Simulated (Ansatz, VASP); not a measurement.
PbSe in VASP and in Ansatz

Contents of INCAR:

```
PREC = Accurate ; ENCUT = 520
EDIFF = 1E-6 ; ISMEAR = -1
SIGMA = 0.05 ; LREAL = False
LASPH = True ; NELM = 80
ALGO = Normal ; ISIF = 2
LWAVE = False ; LCHARG = False
GGA = PE ; ALDAC = 0.0
AGGAC = 0.0 ; NBANDS = 17
```

KPOINTS

```
regular mesh
0
Gamma
  8 8 8
```

File POSCAR:

```
PbSe
1.0
    0.0000000000      3.0192847941      3.0192847941
    3.0192847941      0.0000000000      3.0192847941
    3.0192847941      3.0192847941      0.0000000000
Pb Se
1 1
Direct
    0.0000000000      0.0000000000      0.0000000000
    0.5000000000      0.5000000000      0.5000000000
```

input.yaml

```yaml
crystal:
  lattice:
    - [0.0, 3.0192847941, 3.0192847941]
    - [3.0192847941, 0.0, 3.0192847941]
    - [3.0192847941, 3.0192847941, 0.0]
  atoms:
    - { symbol: Pb, position: [0.0, 0.0, 0.0] }
    - { symbol: Se, position: [0.5, 0.5, 0.5] }
hamiltonian:
  xc: { exchange: pbe, correlation: none }
  pseudopotentials: { kind: paw }
kpoints:
  mp_grid: { grid: [8, 8, 8] }
scf:
  occupations: { method: fermi_dirac, width: 0.05 }
output:
  forces: true
  stress: true
  eigenvalues: true
```

Alike in both runs: task single point; functional PBE exchange alone; k mesh 8 × 8 × 8; occupations fermi-dirac, width 0.05 eV; no spin polarisation.

```csv
,VASP,Ansatz
version,VASP 6.6.1,Ansatz 0.2.0
potentials or method,"VASP PAW PBE potentials, release 64 (Pb_d, Se)",Ansatz PAW
plane-wave cutoff (eV),520,420
valence electrons in the cell,20,30
```

|  | VASP | Ansatz | Ansatz less VASP |
| --- | --- | --- | --- |
| gap on the k mesh at the Fermi level (eV) | 0.29 | 0.29 | -0.003 |
| least direct gap on the mesh (eV) | 0.29 | 0.29 | -0.003 |
| pressure (GPa) | 14.7 | 14.7 | -0.04 |

VASP's potentials were made for PBE, not for PBE exchange alone. VASP's potentials hold 20 valence electrons a cell and Ansatz's 30, so a difference there can come from the potentials and not from the codes.

Neither program's run includes spin-orbit coupling.
